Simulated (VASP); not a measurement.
# Tl (Fm-3m) in VASP: further runs

Runs on Tl. Level: BLYP. Tasks: single point.

Program: VASP 6.6.1. These are calculated values, not measurements. Logs are shortened: lines on timing, memory, paths and dates and some standing lists are left out, and cuts for length are marked.

### 1 The cell of the first run

Symmetry: Fm-3m, No. 225, cubic system. Conventional cell: a = 5.212 Å, b = 5.212 Å, c = 5.212 Å, α = 90.00°, β = 90.00°, γ = 90.00°. Tl (site symmetry m-3m) has 12 Tl at 3.69 Å within 4.8 Å.

### 2 Single point, BLYP

Contents of INCAR:

```
  PREC = Accurate
  ENCUT = 520
  EDIFF = 1E-6
  ISMEAR = -1
  SIGMA = 0.1
  LREAL = F
  LASPH = T
  NELM = 60
  ALGO = Normal
  ISIF = 2
  LWAVE = F
  LCHARG = T
  GGA = B5
  ALDAX = 1.0
  AGGAX = 1.0
  AGGAC = 1.0
  ALDAC = 0.0
  LELF = T
  LVHAR = T
  NBANDS = 12
```

Contents of KPOINTS:

```
Automatic mesh
0
Gamma
  12 12 12
```

Contents of POSCAR:

```
Tl
1.0
    0.0000000000      2.6062140319      2.6062140319
    2.6062140319      0.0000000000      2.6062140319
    2.6062140319      2.6062140319      0.0000000000
Tl
1
Direct
    0.0000000000      0.0000000000      0.0000000000
```

Potentials or basis: VASP PAW PBE potentials, release 64 (Tl_d).

Run with:

```bash
cat potpaw_PBE.64/Tl_d/POTCAR > POTCAR
mpirun -np 1 vasp_std > vasp.out
```

OUTCAR:

```text
PREC = Accurate
   ENCUT = 520
   EDIFF = 1E-6
   ISMEAR = -1
   LREAL = F
   LASPH = T
   NELM = 60
   ISIF = 2
   GGA = B5

 ion  position               nearest neighbor table
   1  0.000  0.000  0.000-

  LATTYP: Found a face centered cubic cell.
 ALAT       =     5.2124280638

  Lattice vectors:

 A1 = (   0.0000000000,   2.6062140319,   2.6062140319)
 A2 = (   2.6062140319,   0.0000000000,   2.6062140319)
 A3 = (   2.6062140319,   2.6062140319,   0.0000000000)

Analysis of symmetry for initial positions (statically):
=====================================================================
 Subroutine PRICEL returns:
 Original cell was already a primitive cell.

 Routine SETGRP: Setting up the symmetry group for a
 face centered cubic supercell.

 Subroutine GETGRP returns: Found 48 space group operations
 (whereof 48 operations were pure point group operations)
 out of a pool of 48 trial point group operations.

The static configuration has the point symmetry O_h .

Analysis of symmetry for dynamics (positions and initial velocities):
=====================================================================
 Subroutine PRICEL returns:
 Original cell was already a primitive cell.

 Routine SETGRP: Setting up the symmetry group for a
 face centered cubic supercell.

 Subroutine GETGRP returns: Found 48 space group operations
 (whereof 48 operations were pure point group operations)
 out of a pool of 48 trial point group operations.

The dynamic configuration has the point symmetry O_h .

 Subroutine INISYM returns: Found 48 space group operations
 (whereof 48 operations are pure point group operations),
 and found     1 'primitive' translations

----------------------------------------------------------------------------------------

                                     Primitive cell

  volume of cell :      35.4046

  direct lattice vectors                    reciprocal lattice vectors
     0.000000000  2.606214032  2.606214032    -0.191849170  0.191849170  0.191849170
     2.606214032  0.000000000  2.606214032     0.191849170 -0.191849170  0.191849170
     2.606214032  2.606214032  0.000000000     0.191849170  0.191849170 -0.191849170

  length of vectors
     3.685743230  3.685743230  3.685743230     0.332292511  0.332292511  0.332292511

  position of ions in fractional coordinates (direct lattice)
     0.000000000  0.000000000  0.000000000

  ion indices of the primitive-cell ions
   primitive index   ion index
                 1           1

----------------------------------------------------------------------------------------

 KPOINTS: Automatic mesh

Automatic generation of k-mesh.
 Grid dimensions read from file:
 generate k-points for:   12   12   12

 Generating k-lattice:

  Cartesian coordinates                     Fractional coordinates (reciprocal lattice)
    -0.015987431  0.015987431  0.015987431     0.083333333  0.000000000  0.000000000
     0.015987431 -0.015987431  0.015987431     0.000000000  0.083333333  0.000000000
     0.015987431  0.015987431 -0.015987431     0.000000000  0.000000000  0.083333333

  Length of vectors
     0.027691043  0.027691043  0.027691043

  Shift w.r.t. Gamma in fractional coordinates (k-lattice)
     0.000000000  0.000000000  0.000000000

 Subroutine IBZKPT returns following result:
 ===========================================

 Found     72 irreducible k-points:

 Following reciprocal coordinates:
            Coordinates               Weight
  0.000000  0.000000  0.000000      1.000000
  0.083333  0.000000  0.000000      8.000000
  0.166667  0.000000  0.000000      8.000000
  0.250000  0.000000  0.000000      8.000000
  0.333333  0.000000  0.000000      8.000000
  0.416667  0.000000  0.000000      8.000000
[... 16 lines left out ...]
  0.500000  0.166667  0.000000     24.000000
 -0.416667  0.166667  0.000000     24.000000
 [... further k-points ...]
   k-points           NKPTS =     72   k-points in BZ     NKDIM =     72   number of bands    NBANDS=     12
   number of dos      NEDOS =    301   number of ions     NIONS =      1
   total plane-waves  NPLWV =  21952
   dimension x,y,z NGX =    28 NGY =   28 NGZ =   28
   dimension x,y,z NGXF=    56 NGYF=   56 NGZF=   56
   ions per type =               1
   NGX,Y,Z   is equivalent  to a cutoff of  12.63, 12.63, 12.63 a.u.
   NGXF,Y,Z  is equivalent  to a cutoff of  25.26, 25.26, 25.26 a.u.
 SYSTEM =  unknown system
   PREC   = accura    normal or accurate (medium, high low for compatibility)
   ISTART =      0    job   : 0-new  1-cont  2-samecut
   ICHARG =      2    charge: 1-file 2-atom 10-const
   ISPIN  =      1    spin polarized calculation?
   LNONCOLLINEAR =      F non collinear calculations
   LSORBIT =      F    spin-orbit coupling
   LASPH  =      T    aspherical Exc in radial PAW
   ENCUT  =  520.0 eV  38.22 Ry    6.18 a.u.   6.85  6.85  6.85*2*pi/ulx,y,z
   NELM   =     60;   NELMIN=  2; NELMDL= -5     # of ELM steps
   EDIFF  = 0.1E-05   stopping-criterion for ELM
   LREAL  =      F    real-space projection
   EDIFFG = 0.1E-04   stopping-criterion for IOM
   NSW    =      0    number of steps for IOM
   IBRION =     -1    ionic relax: 0-MD 1-quasi-New 2-CG
   NFREE  =      0    steps in history (QN), initial steepest desc. (CG)
   ISIF   =      2    stress and relaxation
   ISYM   =      2    0-nonsym 1-usesym 2-fastsym
   POTIM  = 0.5000    time-step for ionic-motion
   TEBEG  =    0.0;   TEEND  =   0.0 temperature during run
   PSTRESS=    0.0 pullay stress
   NELECT =      13.0000    total number of electrons
   NUPDOWN=      -1.0000    fix difference up-down
   EMIN   =  10.00;   EMAX   =-10.00  energy-range for DOS
   EFERMI =   0.00;   METHOD = LEGACY
   ISMEAR =    -1;   SIGMA  =   0.10  broadening in eV -4-tet -1-fermi 0-gaus
   EFERMI_NEDOS =   21; number of points for ismear=-14 and -15
   IALGO  =     38    algorithm
   IMIX   =      4    mixing-type and parameters
     AMIX     =   0.40;   BMIX     =  1.00
     AMIX_MAG =   1.60;   BMIX_MAG =  1.00
  volume/ion in A,a.u.               =      35.40       238.92
  Fermi-wavevector in a.u.,A,eV,Ry     =   1.172292  2.215311 18.698065  1.374269
  Thomas-Fermi vector in A             =   2.308723
   LORBIT       =      0    0 simple, 1 ext, 2 COOP (PROOUT), +10 PAW based schemes
   GGA     = B5    functional components
   LHFCALC =     F    Hartree Fock is set to
   AEXX    =    0.0000 exact exchange contribution
   IVDW    =     0    specifies the selected vdW correction
   LEPSILON=     F    determine dielectric tensor
   LRPA    =     F    only Hartree local field effects (RPA)
 non-spin polarized calculation
  energy-cutoff  :      520.00
  volume of cell :       35.40
 maximum number of plane-waves:       964
   NGX = 13   NGY = 13   NGZ = 13

 number of electron      13.0000001 magnetization

 Free energy of the ion-electron system (eV)
  ---------------------------------------------------
  ext. energy  EPLUGINS =         0.00000000
  ---------------------------------------------------
  free energy    TOTEN  =        -1.70125828 eV

  energy without entropy =       -1.67600593  energy(sigma->0) =       -1.68863211

 E-fermi :   5.0371     XC(G=0):  -8.6271

 val. band max:        5.0218113524   @ k =  -0.4167   0.4167   0.1667
 cond. band min:       5.1488548593   @ k =   0.4167   0.1667   0.0000
 fundamental gap:      0.1270435069
 Fermi energy:         5.0370641201

 k-point     1 :       0.0000    0.0000    0.0000
  band No.  band energies     occupation
      1      -6.4109      2.00000
      2      -6.4109      2.00000
      3      -6.4109      2.00000
      4      -6.2524      2.00000
      5      -6.2524      2.00000
      6      -3.7770      2.00000
      7      13.3406      0.00000
      8      13.3406      0.00000
      9      13.3406      0.00000
     10      15.8893      0.00000
     11      17.2232      0.00000
     12      18.3122      0.00000

 k-point     2 :       0.0833    0.0000    0.0000
  band No.  band energies     occupation
      1      -6.4124      2.00000
      2      -6.4000      2.00000
      3      -6.4000      2.00000
      4      -6.2534      2.00000
      5      -6.2534      2.00000
      6      -3.6568      2.00000
      7      12.0341      0.00000
      8      13.2006      0.00000
      9      13.2006      0.00000
     10      15.6304      0.00000
     11      17.8040      0.00000
     12      18.5656      0.00000

 k-point     3 :       0.1667    0.0000    0.0000
  band No.  band energies     occupation
      1      -6.4197      2.00000
      2      -6.3783      2.00000
      3      -6.3783      2.00000
      4      -6.2474      2.00000
      5      -6.2474      2.00000
      6      -3.2937      2.00000
      7       9.7532      0.00000
      8      12.8544      0.00000
      9      12.8544      0.00000
     10      15.3440      0.00000
     11      18.3749      0.00000
     12      18.8436      0.00000
[... 286 lines left out ...]
 k-point    23 :       0.5000    0.1667    0.0000
  band No.  band energies     occupation
      1      -6.4661      2.00000
      2      -6.3831      2.00000
      3      -6.3277      2.00000
      4      -6.1923      2.00000
      5      -6.1002      2.00000
      6      -0.3799      2.00000
      7       3.8182      1.99999
      8       9.2125      0.00000
      9      10.6064      0.00000
     10      13.9030      0.00000
     11      18.0875      0.00000
     12      18.8224      0.00000

 k-point    24 :      -0.4167    0.1667    0.0000
  band No.  band energies     occupation
      1      -6.4509      2.00000
      2      -6.3875      2.00000
      3      -6.3344      2.00000
      4      -6.1698      2.00000
      5      -6.1244      2.00000
      6      -0.2240      2.00000
      7       3.6006      2.00000
      8       8.8020      0.00000
      9      10.9946      0.00000
     10      14.1217      0.00000
     11      17.7260      0.00000
     12      18.4386      0.00000

 [... further k-points ...]

------------------------ aborting loop because EDIFF is reached ----------------------------------------

  FORCE on cell =-STRESS in cart. coord.  units (eV):
  Direction    XX          YY          ZZ          XY          YZ          ZX
  --------------------------------------------------------------------------------------
  -------------------------------------------------------------------------------------
  Total       -0.0051257     -0.0051257     -0.0051257     -0.0000000     -0.0000000      0.0000000
  in kB       -0.2319527     -0.2319527     -0.2319527     -0.0000000     -0.0000000      0.0000000
  external PRESSURE =      -0.2319527 kB  Pullay stress =       0.0000000 kB

 VOLUME and BASIS-vectors are now :
 -----------------------------------------------------------------------------
  energy-cutoff  :      520.00
  volume of cell :       35.40
      direct lattice vectors                 reciprocal lattice vectors
     0.000000000  2.606214032  2.606214032    -0.191849170  0.191849170  0.191849170
     2.606214032  0.000000000  2.606214032     0.191849170 -0.191849170  0.191849170
     2.606214032  2.606214032  0.000000000     0.191849170  0.191849170 -0.191849170

 POSITION                                       TOTAL-FORCE (eV/Angst)
 -----------------------------------------------------------------------------------
      0.00000      0.00000      0.00000         0.000000     -0.000000      0.000000
 -----------------------------------------------------------------------------------
    total drift:                               -0.000000     -0.000000     -0.000000

  FREE ENERGIE OF THE ION-ELECTRON SYSTEM (eV)
  ---------------------------------------------------
  free  energy   TOTEN  =        -1.7012582776 eV

  energy  without entropy=       -1.6760059350  energy(sigma->0) =       -1.68863211
```

Run time: 18 s. Hardware: 1 thread of Intel Xeon Platinum 8488C (Sapphire Rapids), shared host; peak memory 0.16 GiB.

Results:

```
Free energy : -1.7013 eV
Pressure    : 0.0 GPa
```

Caveat: the PAW data sets were made with another functional, which shifts forces and pressure a little; spin-orbit coupling is left out, which moves the levels of the heavy elements.

### 3 Single point, BLYP (volume scaled by 1.04)

Contents of INCAR:

```
PREC = Accurate ; ENCUT = 520
EDIFF = 1E-6 ; ISMEAR = -1
SIGMA = 0.1 ; LREAL = False
LASPH = True ; NELM = 60
ALGO = Normal ; ISIF = 2
LWAVE = False ; LCHARG = True
GGA = B5 ; ALDAX = 1.0
AGGAX = 1.0 ; AGGAC = 1.0
ALDAC = 0.0 ; LELF = True
LVHAR = True ; NBANDS = 12
```

KPOINTS is that of step 2.

Contents of POSCAR:

```
Tl
1.0
    0.0000000000      2.6405102548      2.6405102548
    2.6405102548      0.0000000000      2.6405102548
    2.6405102548      2.6405102548      0.0000000000
Tl
1
Direct
    0.0000000000      0.0000000000      0.0000000000
```

Potentials or basis: VASP PAW PBE potentials, release 64 (Tl_d).

Run with:

```bash
cat potpaw_PBE.64/Tl_d/POTCAR > POTCAR
mpirun -np 1 vasp_std > vasp.out
```

Run time: 19 s. Hardware: 1 thread of Intel Xeon Platinum 8488C (Sapphire Rapids), shared host; peak memory 0.17 GiB.

The run converged. Its results:

```yaml
Free_energy: -1.6988 eV
Pressure: -0.7 GPa
```

Levels at points of the mesh, in eV from the Fermi level:
```tsv
k point	band 2	band 3	band 4	band 5	band 6	band 7	band 8	band 9	band 10	band 11
(0.00, 0.00, 0.00)	-11.44	-11.44	-11.30	-11.30	-8.63	7.98	7.98	7.98	10.75	11.68
(0.50, 0.00, 0.00)	-11.43	-11.43	-11.17	-11.17	-5.52	-1.94	6.42	6.42	10.19	10.24
(0.50, 0.50, 0.00)	-11.54	-11.18	-11.13	-11.13	-4.36	-1.14	3.43	3.43	6.72	7.92
```

Caveat: the PAW data sets were made with another functional, which shifts forces and pressure a little; spin-orbit coupling is left out, which moves the levels of the heavy elements.
